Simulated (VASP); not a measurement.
Set up this calculation in VASP 6.6.1, as the native input.

| Property | Result |
| --- | --- |
| Task | single point |
| Functional | LDA |
| Potentials or basis | VASP PAW LDA potentials, release 64 (Cs_sv) |
| Cutoff | 520 eV |
| k mesh | 8 × 8 × 8 |
| Occupations | fermi-dirac, width 0.6 eV |
| Spin | no spin polarisation |
| Dipole correction | no |
| Further INCAR settings | ALGO = Normal; EDIFF = 1e-06; NBANDS = 10 |

The structure of Cs lies in POSCAR:

```
Cs
1.0
   -2.8840810378      2.8840810378      2.8840810378
    2.8840810378     -2.8840810378      2.8840810378
    2.8840810378      2.8840810378     -2.8840810378
Cs
1
Direct
    0.0000000000      0.0000000000      0.0000000000
```

The input as run:

INCAR

```
PREC = Accurate
ENCUT = 520
EDIFF = 1E-6
ISMEAR = -1
SIGMA = 0.6
LREAL = F
LASPH = T
NELM = 80
ALGO = Normal
ISIF = 2
LWAVE = F
LCHARG = F
NBANDS = 10
```

KPOINTS

```
Automatic mesh
0
Gamma
  8 8 8
```

Potentials or basis: VASP PAW LDA potentials, release 64 (Cs_sv).

Launch:

```bash
$ cat potpaw_LDA.64/Cs_sv/POTCAR > POTCAR
$ mpirun -np 1 vasp_std > vasp.out
```

Results of the run:

* Pressure: 0.1 GPa

Wall time 20 s on 1 thread of Intel Xeon 6975P-C, on a shared host, peak memory 0.2 GiB.
